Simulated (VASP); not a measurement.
Here is a VASP 6.6.1 calculation.

The input POSCAR:

```
Nb
1.0
    2.8157945680      0.0000000000      0.0000000000
   -1.4078972840      2.4385496278      0.0000000000
    0.0000000000      0.0000000000     10.3753742360
Nb
4
Direct
    0.0000000000      0.0000000000      0.0000000000
    0.0000000000      0.0000000000      0.5000000000
    0.3333333333      0.6666666667      0.2500000000
    0.6666666667      0.3333333333      0.7500000000
```

File INCAR.step1:

```
SYSTEM = Nb
PREC = Accurate
ENCUT = 520
ISMEAR = -1
SIGMA = 0.05
LREAL = .FALSE.
LASPH = .TRUE.
NELM = 150
ISPIN = 2
MAGMOM = 1 1 1 1
LMAXMIX = 4
NBANDS = 38
GGA = PE
ALGO = Normal
EDIFF = 1E-4
LWAVE = .TRUE.
LCHARG = .FALSE.
```

Contents of INCAR.step2:

```
SYSTEM = Nb
PREC = Accurate
ENCUT = 520
EDIFF = 1E-7
ISMEAR = -1
SIGMA = 0.05
LREAL = .FALSE.
LASPH = .TRUE.
NELM = 150
ALGO = Normal
ISIF = 2
LWAVE = .FALSE.
LCHARG = .FALSE.
ISPIN = 2
MAGMOM = 1 1 1 1
LORBIT = 11
LMAXMIX = 4
METAGGA = R2SCAN
LMIXTAU = .TRUE.
NBANDS = 38
ISTART = 1
```

KPOINTS

```
Automatic mesh
0
G
  14 14 4
  0 0 0
```

Potentials or basis: VASP PAW PBE potentials, release 64 (Nb_sv).

The run is started by

```console
$ cat potpaw_PBE.64/Nb_sv/POTCAR > POTCAR
$ cp INCAR.step1 INCAR
$ mpirun -np 1 vasp_std > vasp.out
$ cp INCAR.step2 INCAR
$ mpirun -np 1 vasp_std > vasp.out
```

Problem. What does it give for the net moment?

Solution. 0.00 μB per cell.

Problem. Predict the band gap on the k mesh.

Solution. Zero (filled and empty bands overlap).

Problem. Estimate the pressure.

Solution. 7.3 GPa.

Stress tensor (GPa, compression positive):
```
7.78 0.00 0.00
0.00 7.78 0.00
0.00 0.00 6.35
```

Caveat: the cell stands under pressure; the PAW data sets were made with another functional, which shifts forces and pressure a little.
